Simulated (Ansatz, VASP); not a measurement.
## One calculation of Lu, two programs

INCAR

```
SYSTEM = Lu
ALGO     = Normal         ! electronic algorithm
EDIFF    = 1E-6           ! SCF threshold, eV
ENCUT    = 600            ! plane-wave cutoff, eV
GGA      = PE             ! functional
GGA_COMPAT= .FALSE.      
ISIF     = 2              ! what is computed and relaxed
ISMEAR   = 0              ! smearing method
LASPH    = .TRUE.         ! aspherical terms in the spheres
LCHARG   = .FALSE.        ! write CHGCAR
LREAL    = .FALSE.        ! projectors in reciprocal space
LWAVE    = .FALSE.        ! write WAVECAR
NBANDS   = 18             ! bands
NELM     = 120            ! most SCF steps
PREC     = Accurate       ! precision mode
SIGMA    = 0.05           ! smearing width, eV
```

File KPOINTS:

```
k-points
0
G
  8 8 8
  0 0 0
```

The input POSCAR:

```
Lu
1.0
    0.0000000000      2.4494196893      2.4494196893
    2.4494196893      0.0000000000      2.4494196893
    2.4494196893      2.4494196893      0.0000000000
Lu
1
Direct
    0.0000000000      0.0000000000      0.0000000000
```

Input for Ansatz:

```yaml
crystal:
  lattice:
    - [0.0, 2.4494196893, 2.4494196893]
    - [2.4494196893, 0.0, 2.4494196893]
    - [2.4494196893, 2.4494196893, 0.0]
  atoms:
    - { symbol: Lu, position: [0.0, 0.0, 0.0] }
basis:
  ecutwfc: 600
  ecutrho_ratio: 5
kpoints:
  mp_grid: { grid: [8, 8, 8] }
hamiltonian:
  xc: pbe
scf:
  occupations: { method: gaussian, width: 0.05 }
output:
  forces: true
  stress: true
  eigenvalues: true
```

Alike in both runs: task single point; functional PBE; k mesh 8 × 8 × 8; occupations gaussian, width 0.05 eV; no spin polarisation.

|  | VASP | Ansatz |
| --- | --- | --- |
| version | VASP 6.6.1 | Ansatz 0.2.0 |
| potentials or method | VASP PAW PBE potentials, release 64 (Lu), cutoff 600 eV | scalar-relativistic, plane waves, PAW |
| valence electrons in the cell | 25 | 25 |

```tsv
	VASP	Ansatz	Ansatz less VASP
pressure (GPa)	-1.0	-1.1	-0.15
```

The functional is the same, so the differences come from potentials, cutoffs and numerics.

Neither program's run includes spin-orbit coupling.
